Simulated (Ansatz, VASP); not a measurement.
# One calculation of LiF, two programs

The input POSCAR:

```
LiF
1.0
    2.5191484863     -0.1390269344     -0.1390269344
   -0.1390269344      2.5191484863     -0.1390269344
   -0.1390269344     -0.1390269344      2.5191484863
Li F
1 1
Direct
    0.0000000000      0.0000000000      0.0000000000
    0.5000000000      0.5000000000      0.5000000000
```

The input INCAR.step1:

```
PREC     = Accurate       # precision mode
ENCUT    = 520            # plane-wave cutoff, eV
ISMEAR   = 0              # smearing method
SIGMA    = 0.01           # smearing width, eV
LREAL    = False          # projectors in reciprocal space
LASPH    = True           # aspherical terms in the spheres
NELM     = 100            # most SCF steps
NBANDS   = 12             # bands
GGA      = PE             # functional
ALGO     = Normal         # electronic algorithm
EDIFF    = 1E-4           # SCF threshold, eV
LWAVE    = True           # write WAVECAR
LCHARG   = False          # write CHGCAR
```

Contents of INCAR.step2:

```
PREC     = Accurate       # precision mode
ENCUT    = 520            # plane-wave cutoff, eV
EDIFF    = 1E-6           # SCF threshold, eV
ISMEAR   = 0              # smearing method
SIGMA    = 0.01           # smearing width, eV
LREAL    = False          # projectors in reciprocal space
LASPH    = True           # aspherical terms in the spheres
NELM     = 100            # most SCF steps
ALGO     = Normal         # electronic algorithm
ISIF     = 2              # what is computed and relaxed
LWAVE    = False          # write WAVECAR
LCHARG   = False          # write CHGCAR
METAGGA  = R2SCAN         # meta-GGA
LMIXTAU  = True         
NBANDS   = 12             # bands
ISTART   = 1
```

KPOINTS

```
Automatic mesh
0
Gamma
  10 10 10
```

Input for Ansatz:

```yaml
crystal:
  lattice:
    - [2.5191484863, -0.1390269344, -0.1390269344]
    - [-0.1390269344, 2.5191484863, -0.1390269344]
    - [-0.1390269344, -0.1390269344, 2.5191484863]
  atoms:
    - { symbol: Li, position: [0.0, 0.0, 0.0] }
    - { symbol: F, position: [0.5, 0.5, 0.5] }
kpoints:
  mp_grid: { grid: [10, 10, 10] }
  band_path:
    path: [[0.0, 0.0, 0.0], [0.0, 0.5, 0.0], [0.5, 0.5, 0.0], [0.5, 0.5, 0.5]]
    npoints: 1
hamiltonian:
  xc: r2scan
scf:
  occupations: { method: fixed }
  n_extra_bands: 4
output:
  forces: true
  stress: true
  eigenvalues: true
```

Change from the starting cell: epitaxial_111 strain +5.6%.

Alike in both runs: task single point; functional r2SCAN; k mesh 10 × 10 × 10; no spin polarisation.

|  | VASP | Ansatz |
| --- | --- | --- |
| version | VASP 6.6.1 | Ansatz 0.2.0 |
| potentials or method | VASP PAW PBE potentials, release 64 (Li_sv, F) | plane waves, PAW |
| plane-wave cutoff (eV) | 520 | 500 |
| occupations | gaussian, width 0.01 eV | fixed |
| valence electrons in the cell | 10 | 10 |

|  | VASP | Ansatz | Ansatz less VASP |
| --- | --- | --- | --- |
| gap on the k mesh at the Fermi level (eV) | 9.34 | 9.10 | -0.241 |

VASP's potentials were made for PBE, not for r2SCAN.

Noted on VASP's run: the cutoff is under 1.25 times that of the potentials, so the pressure is a little rough.
